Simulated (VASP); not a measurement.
# Sn (R-3m) in VASP: further runs

Sn is run at these levels: PBEsol; tasks: single point.

Everything below comes from runs of VASP 6.6.1. Logs are shortened: lines on timing, memory, paths and dates and some standing lists are left out, and cuts for length are marked.

## (1) The cell of the first run

It takes space group R-3m (No. 166, trigonal). Conventional cell: a = 5.657 Å, b = 5.657 Å, c = 2.945 Å, α = 90.00°, β = 90.00°, γ = 120.00°. Sn (site symmetry -3m) has 14 Sn at 2.94 to 3.81 Å within 3.9 Å.

## (2) Single point, PBEsol

Contents of INCAR:

```
PREC     = Accurate       # precision mode
ENCUT    = 520            # plane-wave cutoff, eV
EDIFF    = 1E-6           # SCF threshold, eV
ISMEAR   = 0              # smearing method
SIGMA    = 0.15           # smearing width, eV
LREAL    = False          # projectors in reciprocal space
LASPH    = True           # aspherical terms in the spheres
NELM     = 60             # most SCF steps
ALGO     = Fast           # electronic algorithm
ISIF     = 2              # what is computed and relaxed
LWAVE    = False          # write WAVECAR
LCHARG   = True           # write CHGCAR
GGA      = PS             # functional
LELF     = True           # ELF
LVHAR    = True         
NBANDS   = 13             # bands
```

Contents of KPOINTS:

```
regular mesh
0
Gamma
  20 20 20
```

Contents of POSCAR:

```
Sn
1.0
   -2.1001278540      1.9001156775      1.9001156775
    1.9001156775     -2.1001278540      1.9001156775
    1.9001156775      1.9001156775     -2.1001278540
Sn
1
Direct
    0.0000000000      0.0000000000      0.0000000000
```

Potentials or basis: VASP PAW PBE potentials, release 64 (Sn_d).

Run with:

```
$ cat potpaw_PBE.64/Sn_d/POTCAR > POTCAR
$ mpirun -np 1 vasp_std > vasp.out
```

OUTCAR:

```text
PREC = Accurate
   ENCUT = 520
   EDIFF = 1E-6
   ISMEAR = 0
   LREAL = False
   LASPH = True
   NELM = 60
   ISIF = 2
   GGA = PS

 ion  position               nearest neighbor table
   1  0.000  0.000  0.000-

  LATTYP: Found a trigonal (rhomboedric) cell.
 ALAT       =     3.4104862086
 COS(alpha) =    -0.3757523646

  Lattice vectors:

 A1 = (  -2.1001278540,   1.9001156775,   1.9001156775)
 A2 = (   1.9001156775,  -2.1001278540,   1.9001156775)
 A3 = (   1.9001156775,   1.9001156775,  -2.1001278540)

Analysis of symmetry for initial positions (statically):
=====================================================================
 Subroutine PRICEL returns:
 Original cell was already a primitive cell.

 Routine SETGRP: Setting up the symmetry group for a
 trigonal (rhombohedral) supercell.

 Subroutine GETGRP returns: Found 12 space group operations
 (whereof 12 operations were pure point group operations)
 out of a pool of 12 trial point group operations.

The static configuration has the point symmetry D_3d.

Analysis of symmetry for dynamics (positions and initial velocities):
=====================================================================
 Subroutine PRICEL returns:
 Original cell was already a primitive cell.

 Routine SETGRP: Setting up the symmetry group for a
 trigonal (rhombohedral) supercell.

 Subroutine GETGRP returns: Found 12 space group operations
 (whereof 12 operations were pure point group operations)
 out of a pool of 12 trial point group operations.

The dynamic configuration has the point symmetry D_3d.

 Subroutine INISYM returns: Found 12 space group operations
 (whereof 12 operations are pure point group operations),
 and found     1 'primitive' translations

----------------------------------------------------------------------------------------

                                     Primitive cell

  volume of cell :      27.2050

  direct lattice vectors                    reciprocal lattice vectors
    -2.100127854  1.900115678  1.900115678     0.029409974  0.279394754  0.279394754
     1.900115678 -2.100127854  1.900115678     0.279394754  0.029409974  0.279394754
     1.900115678  1.900115678 -2.100127854     0.279394754  0.279394754  0.029409974

  length of vectors
     3.410486209  3.410486209  3.410486209     0.396216865  0.396216865  0.396216865

  position of ions in fractional coordinates (direct lattice)
     0.000000000  0.000000000  0.000000000

  ion indices of the primitive-cell ions
   primitive index   ion index
                 1           1

----------------------------------------------------------------------------------------

 KPOINTS: regular mesh

Automatic generation of k-mesh.
 Grid dimensions read from file:
 generate k-points for:   20   20   20

 Generating k-lattice:

  Cartesian coordinates                     Fractional coordinates (reciprocal lattice)
     0.001470499  0.013969738  0.013969738     0.050000000  0.000000000  0.000000000
     0.013969738  0.001470499  0.013969738     0.000000000  0.050000000  0.000000000
     0.013969738  0.013969738  0.001470499     0.000000000  0.000000000  0.050000000

  Length of vectors
     0.019810843  0.019810843  0.019810843

  Shift w.r.t. Gamma in fractional coordinates (k-lattice)
     0.000000000  0.000000000  0.000000000

 Subroutine IBZKPT returns following result:
 ===========================================

 Found    781 irreducible k-points:

 Following reciprocal coordinates:
            Coordinates               Weight
  0.000000  0.000000  0.000000      1.000000
  0.050000  0.000000  0.000000      6.000000
  0.100000  0.000000  0.000000      6.000000
  0.150000  0.000000  0.000000      6.000000
  0.200000  0.000000  0.000000      6.000000
  0.250000  0.000000  0.000000      6.000000
[... 16 lines left out ...]
 -0.400000  0.050000 -0.000000     12.000000
 -0.350000  0.050000 -0.000000     12.000000
 [... further k-points ...]
   k-points           NKPTS =    781   k-points in BZ     NKDIM =    781   number of bands    NBANDS=     13
   number of dos      NEDOS =    301   number of ions     NIONS =      1
   total plane-waves  NPLWV =  21952
   dimension x,y,z NGX =    28 NGY =   28 NGZ =   28
   dimension x,y,z NGXF=    56 NGYF=   56 NGZF=   56
   ions per type =               1
   NGX,Y,Z   is equivalent  to a cutoff of  13.65, 13.65, 13.65 a.u.
   NGXF,Y,Z  is equivalent  to a cutoff of  27.30, 27.30, 27.30 a.u.
 SYSTEM =  unknown system
   PREC   = accura    normal or accurate (medium, high low for compatibility)
   ISTART =      0    job   : 0-new  1-cont  2-samecut
   ICHARG =      2    charge: 1-file 2-atom 10-const
   ISPIN  =      1    spin polarized calculation?
   LNONCOLLINEAR =      F non collinear calculations
   LSORBIT =      F    spin-orbit coupling
   LASPH  =      T    aspherical Exc in radial PAW
   ENCUT  =  520.0 eV  38.22 Ry    6.18 a.u.   6.34  6.34  6.34*2*pi/ulx,y,z
   NELM   =     60;   NELMIN=  2; NELMDL= -5     # of ELM steps
   EDIFF  = 0.1E-05   stopping-criterion for ELM
   LREAL  =      F    real-space projection
   EDIFFG = 0.1E-04   stopping-criterion for IOM
   NSW    =      0    number of steps for IOM
   IBRION =     -1    ionic relax: 0-MD 1-quasi-New 2-CG
   NFREE  =      0    steps in history (QN), initial steepest desc. (CG)
   ISIF   =      2    stress and relaxation
   ISYM   =      2    0-nonsym 1-usesym 2-fastsym
   POTIM  = 0.5000    time-step for ionic-motion
   TEBEG  =    0.0;   TEEND  =   0.0 temperature during run
   PSTRESS=    0.0 pullay stress
   NELECT =      14.0000    total number of electrons
   NUPDOWN=      -1.0000    fix difference up-down
   EMIN   =  10.00;   EMAX   =-10.00  energy-range for DOS
   EFERMI =   0.00;   METHOD = LEGACY
   ISMEAR =     0;   SIGMA  =   0.15  broadening in eV -4-tet -1-fermi 0-gaus
   EFERMI_NEDOS =   21; number of points for ismear=-14 and -15
   IALGO  =     68    algorithm
   IMIX   =      4    mixing-type and parameters
     AMIX     =   0.40;   BMIX     =  1.00
     AMIX_MAG =   1.60;   BMIX_MAG =  1.00
  volume/ion in A,a.u.               =      27.20       183.59
  Fermi-wavevector in a.u.,A,eV,Ry     =   1.311902  2.479136 23.416813  1.721087
  Thomas-Fermi vector in A             =   2.442332
   LORBIT       =      0    0 simple, 1 ext, 2 COOP (PROOUT), +10 PAW based schemes
   GGA     = PS    functional components
   LHFCALC =     F    Hartree Fock is set to
   AEXX    =    0.0000 exact exchange contribution
   IVDW    =     0    specifies the selected vdW correction
   LEPSILON=     F    determine dielectric tensor
   LRPA    =     F    only Hartree local field effects (RPA)
 non-spin polarized calculation
 RMM-DIIS sequential band-by-band and
 Gauss-broadening in eV      SIGMA  =   0.15
  energy-cutoff  :      520.00
  volume of cell :       27.20
 maximum number of plane-waves:       749
 NGX is ok and might be reduce to    28

 number of electron      14.0000001 magnetization

 Free energy of the ion-electron system (eV)
  ---------------------------------------------------
  ext. energy  EPLUGINS =         0.00000000
  ---------------------------------------------------
  free energy    TOTEN  =        -4.14803459 eV

  energy without entropy =       -4.14110339  energy(sigma->0) =       -4.14456899

 E-fermi :   7.9414     XC(G=0): -10.4837

 val. band max:        7.9389946846   @ k =  -0.4500   0.2500   0.2000
 cond. band min:       7.9414650929   @ k =   0.4500   0.2500   0.1500
 fundamental gap:      0.0024704083
 Fermi energy:         7.9413867106

 k-point     1 :       0.0000    0.0000    0.0000
  band No.  band energies     occupation
      1     -13.7288      2.00000
      2     -13.5217      2.00000
      3     -13.5217      2.00000
      4     -13.3811      2.00000
      5     -13.3811      2.00000
      6      -3.2391      2.00000
      7      14.1546      0.00000
      8      14.1546      0.00000
      9      18.2913      0.00000
     10      18.7269      0.00000
     11      18.7308      0.00000
     12      19.3143      0.00000
     13      19.3143      0.00000

 k-point     2 :       0.0500    0.0000    0.0000
  band No.  band energies     occupation
      1     -13.7175      2.00000
      2     -13.5223      2.00000
      3     -13.5194      2.00000
      4     -13.3851      2.00000
      5     -13.3839      2.00000
      6      -3.1776      2.00000
      7      13.9985      0.00000
      8      14.1432      0.00000
      9      17.5917      0.00000
     10      18.3733      0.00000
     11      19.0605      0.00000
     12      19.4493      0.00000
     13      19.8296      0.00000

 k-point     3 :       0.1000    0.0000    0.0000
  band No.  band energies     occupation
      1     -13.6851      2.00000
      2     -13.5239      2.00000
      3     -13.5126      2.00000
      4     -13.3968      2.00000
      5     -13.3921      2.00000
      6      -2.9929      2.00000
      7      13.5982      0.00000
      8      14.1000      0.00000
      9      16.2115      0.00000
     10      18.0069      0.00000
     11      19.3470      0.00000
     12      19.6333      0.00000
     13      20.0317      0.00000

 k-point     4 :       0.1500    0.0000    0.0000
  band No.  band energies     occupation
      1     -13.6349      2.00000
      2     -13.5270      2.00000
      3     -13.5018      2.00000
      4     -13.4147      2.00000
      5     -13.4041      2.00000
      6      -2.6840      2.00000
      7      13.0568      0.00000
      8      14.0087      0.00000
      9      14.5495      0.00000
     10      17.8200      0.00000
     11      18.5397      0.00000
     12      19.5405      0.00000
     13      19.5913      0.00000

 k-point     5 :       0.2000    0.0000    0.0000
  band No.  band energies     occupation
      1     -13.5740      2.00000
      2     -13.5321      2.00000
      3     -13.4871      2.00000
      4     -13.4361      2.00000
      5     -13.4181      2.00000
      6      -2.2499      2.00000
      7      12.2596      0.00000
      8      13.0264      0.00000
      9      13.8662      0.00000
     10      17.6319      0.00000
     11      17.7276      0.00000
     12      18.9384      0.00000
     13      19.8787      0.00000
[... 257 lines left out ...]
 k-point    22 :      -0.4500    0.0500   -0.0000
  band No.  band energies     occupation
      1     -13.5698      2.00000
      2     -13.5509      2.00000
      3     -13.4560      2.00000
      4     -13.4325      2.00000
      5     -13.2879      2.00000
      6       1.1425      2.00000
      7       5.4315      2.00000
      8      10.5633      0.00000
      9      12.7102      0.00000
     10      15.8255      0.00000
     11      16.8113      0.00000
     12      20.5965      0.00000
     13      22.1826      0.00000

 k-point    23 :      -0.4000    0.0500   -0.0000
  band No.  band energies     occupation
      1     -13.5608      2.00000
      2     -13.5341      2.00000
      3     -13.4510      2.00000
      4     -13.4402      2.00000
      5     -13.3372      2.00000
      6       0.1807      2.00000
      7       6.9003      2.00000
      8      10.6875      0.00000
      9      12.7437      0.00000
     10      16.1695      0.00000
     11      17.1677      0.00000
     12      19.8529      0.00000
     13      21.7617      0.00000

 k-point    24 :      -0.3500    0.0500   -0.0000
  band No.  band energies     occupation
      1     -13.5510      2.00000
      2     -13.5175      2.00000
      3     -13.4522      2.00000
      4     -13.4414      2.00000
      5     -13.3955      2.00000
      6      -0.6721      2.00000
      7       8.4713      0.00000
      8      10.9435      0.00000
      9      12.8482      0.00000
     10      16.6350      0.00000
     11      17.5509      0.00000
     12      19.2600      0.00000
     13      21.2551      0.00000

 [... further k-points ...]

------------------------ aborting loop because EDIFF is reached ----------------------------------------

  FORCE on cell =-STRESS in cart. coord.  units (eV):
  Direction    XX          YY          ZZ          XY          YZ          ZX
  --------------------------------------------------------------------------------------
  -------------------------------------------------------------------------------------
  Total       -0.0553786     -0.0553786     -0.0553786      0.5663522      0.5663522      0.5663522
  in kB       -3.2614044     -3.2614044     -3.2614044     33.3540790     33.3540790     33.3540790
  external PRESSURE =      -3.2614044 kB  Pullay stress =       0.0000000 kB

 VOLUME and BASIS-vectors are now :
 -----------------------------------------------------------------------------
  energy-cutoff  :      520.00
  volume of cell :       27.20
      direct lattice vectors                 reciprocal lattice vectors
    -2.100127854  1.900115678  1.900115678     0.029409974  0.279394754  0.279394754
     1.900115678 -2.100127854  1.900115678     0.279394754  0.029409974  0.279394754
     1.900115678  1.900115678 -2.100127854     0.279394754  0.279394754  0.029409974

 POSITION                                       TOTAL-FORCE (eV/Angst)
 -----------------------------------------------------------------------------------
      0.00000      0.00000      0.00000         0.000000      0.000000     -0.000000
 -----------------------------------------------------------------------------------
    total drift:                               -0.000000     -0.000000     -0.000000

  FREE ENERGIE OF THE ION-ELECTRON SYSTEM (eV)
  ---------------------------------------------------
  free  energy   TOTEN  =        -4.1480345883 eV

  energy  without entropy=       -4.1411033899  energy(sigma->0) =       -4.14456899
```

Run time: 10 min. Hardware: 1 thread of Intel Xeon 8259CL, shared host; peak memory 0.36 GiB.

What came out:

```yaml
Free_energy: -4.1480 eV
Pressure: -0.3 GPa
Band_gap_on_the_k_mesh: zero (bands 7 and 8 overlap by 9.33 eV)
```

Caveat: the PAW data sets were made with another functional, which shifts forces and pressure a little; spin-orbit coupling is left out, which moves the levels of the heavy elements.

## (3) Single point, PBEsol

This run uses another cell than the first one, of the same volume but with other edges.

Contents of INCAR:

```
PREC = Accurate
ENCUT = 520
EDIFF = 1E-6
ISMEAR = 0
SIGMA = 0.15
LREAL = False
LASPH = True
NELM = 60
ALGO = Fast
ISIF = 2
LWAVE = False
LCHARG = True
GGA = PS
LELF = True
LVHAR = True
NBANDS = 13
```

KPOINTS is that of step 2.

Contents of POSCAR:

```
Sn
1.0
   -1.6640732491      1.9017979990      1.9017979990
    1.9017979990     -1.6640732491      1.9017979990
    1.9017979990      1.9017979990     -1.6640732491
Sn
1
Direct
    0.0000000000      0.0000000000      0.0000000000
```

Potentials or basis: VASP PAW PBE potentials, release 64 (Sn_d).

Run with:

```
$ cat potpaw_PBE.64/Sn_d/POTCAR > POTCAR
$ mpirun -np 1 vasp_std > vasp.out
```

Wall time 4.8 min (1 thread of Intel Xeon 8259CL, shared host); peak memory 0.35 GiB.

It converged, with:

```yaml
Free_energy: -4.1870 eV
Pressure: -0.9 GPa
Band_gap_on_the_k_mesh: zero (bands 7 and 8 overlap by 8.46 eV)
```

Stress tensor (GPa, compression positive):
```
-0.88 -0.85 -0.85
-0.85 -0.88 -0.85
-0.85 -0.85 -0.88
```

Levels at points of the mesh, in eV from the Fermi level:
| k point | band 5 | band 6 | band 7 | band 8 | band 9 | band 10 |
| --- | --- | --- | --- | --- | --- | --- |
| (0.00, 0.00, 0.00) | -21.31 | -11.16 | 6.19 | 7.67 | 7.67 | 10.99 |
| (0.50, 0.00, 0.00) | -21.27 | -7.24 | -4.71 | 4.67 | 6.00 | 8.85 |
| (0.50, 0.50, 0.00) | -21.20 | -5.59 | -4.13 | 1.55 | 5.39 | 6.58 |
| (0.50, 0.50, 0.50) | -21.21 | -2.28 | -0.88 | -0.88 | 0.56 | 3.98 |

Caveat: the PAW data sets were made with another functional, which shifts forces and pressure a little; spin-orbit coupling is left out, which moves the levels of the heavy elements.
